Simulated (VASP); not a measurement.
A run of VASP 6.6.1 is set up as follows.

Contents of INCAR:

```
SYSTEM = Al6Co5Ni
PREC = Accurate
ENCUT = 520
EDIFF = 1E-6
ISMEAR = 0
SIGMA = 0.1
LREAL = .FALSE.
LASPH = .TRUE.
NELM = 150
ALGO = Normal
ISIF = 2
LWAVE = .FALSE.
LCHARG = .FALSE.
ISPIN = 2
MAGMOM = 0 0 0 0 0 0 3 3 3 3 3 2
LORBIT = 11
LMAXMIX = 4
GGA = PE
NBANDS = 52
```

The input KPOINTS:

```
Automatic mesh
0
G
  6 6 1
  0 0 0
```

POSCAR

```
Al6Co5Ni
1.0
    2.8656239682      0.0000000000      0.0000000000
    0.0000000000      2.8656239682      0.0000000000
    0.0000000000      0.0000000000     17.1628641577
Al Co Ni
6 5 1
Direct
    0.0000000000      0.0000000000      0.9140472042
    0.0000000000      0.0000000000      0.0859527958
    0.0000000000      0.0000000000      0.2512670331
    0.0000000000      0.0000000000      0.4170323794
    0.0000000000      0.0000000000      0.5829676206
    0.0000000000      0.0000000000      0.7487329669
    0.5000000000      0.5000000000      0.1676681474
    0.5000000000      0.5000000000      0.3343046474
    0.5000000000      0.5000000000      0.5000000000
    0.5000000000      0.5000000000      0.6656953526
    0.5000000000      0.5000000000      0.8323318526
    0.5000000000      0.5000000000      0.0000000000
```

Potentials or basis: VASP PAW PBE potentials, release 64 (Al, Co, Ni).

Run with:

```bash
$ cat potpaw_PBE.64/Al/POTCAR potpaw_PBE.64/Co/POTCAR potpaw_PBE.64/Ni/POTCAR > POTCAR
$ mpirun -np 1 vasp_std > vasp.out
```

Task: What does it give for the net moment?

Result: 1.68 μB per cell.

Task: Estimate the pressure.

Result: -0.1 GPa.

Forces in eV/Å, atoms in the order of the input:
```
Al   0.000  0.000 -0.002
Al   0.000  0.000  0.002
Al   0.000  0.000  0.000
Al   0.000  0.000  0.000
Al   0.000  0.000  0.000
Al   0.000  0.000  0.000
Co   0.000  0.000  0.000
Co   0.000  0.000 -0.001
Co   0.000  0.000  0.000
Co   0.000  0.000  0.001
Co   0.000  0.000  0.000
Ni   0.000  0.000  0.000
```

Caveat: the k points lie up to 0.37 Å⁻¹ apart.
